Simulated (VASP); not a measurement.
Here is a VASP 6.6.1 calculation.

INCAR

```
PREC     = Accurate       # precision mode
ENCUT    = 520            # plane-wave cutoff, eV
EDIFF    = 1E-6           # SCF threshold, eV
ISMEAR   = 0              # smearing method
SIGMA    = 0.15           # smearing width, eV
LREAL    = F              # projectors in reciprocal space
LASPH    = T              # aspherical terms in the spheres
NELM     = 60             # most SCF steps
ALGO     = Normal         # electronic algorithm
ISIF     = 2              # what is computed and relaxed
LWAVE    = F              # write WAVECAR
LCHARG   = F              # write CHGCAR
GGA      = PS             # functional
IVDW     = 12             # dispersion correction
NBANDS   = 30             # bands
```

Contents of KPOINTS:

```
Automatic mesh
0
Gamma
  12 12 12
```

File POSCAR:

```
Ga3Se
1.0
    4.7425490452      0.0000000000      0.0000000000
    0.0000000000      4.7425490452      0.0000000000
    0.0000000000      0.0000000000      3.3529821750
Ga Se
3 1
Direct
    0.0000000000      0.5000000000      0.5000000000
    0.5000000000      0.0000000000      0.5000000000
    0.5000000000      0.5000000000      0.0000000000
    0.0000000000      0.0000000000      0.0000000000
```

Potentials or basis: VASP PAW PBE potentials, release 64 (Ga_d, Se).

Launch:

```sh
$ cat potpaw_PBE.64/Ga_d/POTCAR potpaw_PBE.64/Se/POTCAR > POTCAR
$ mpirun -np 1 vasp_std > vasp.out
```

Problem. Estimate the band gap on the k mesh.

Solution. Zero (an odd number of electrons rules out a gap without spin polarisation).

Problem. Estimate the pressure.

Solution. -2.0 GPa.

Stress tensor (GPa, compression positive):
```
-3.39  0.00  0.00
 0.00 -3.39  0.00
 0.00  0.00  0.64
```

Caveat: the PAW data sets were made with another functional, which shifts forces and pressure a little.
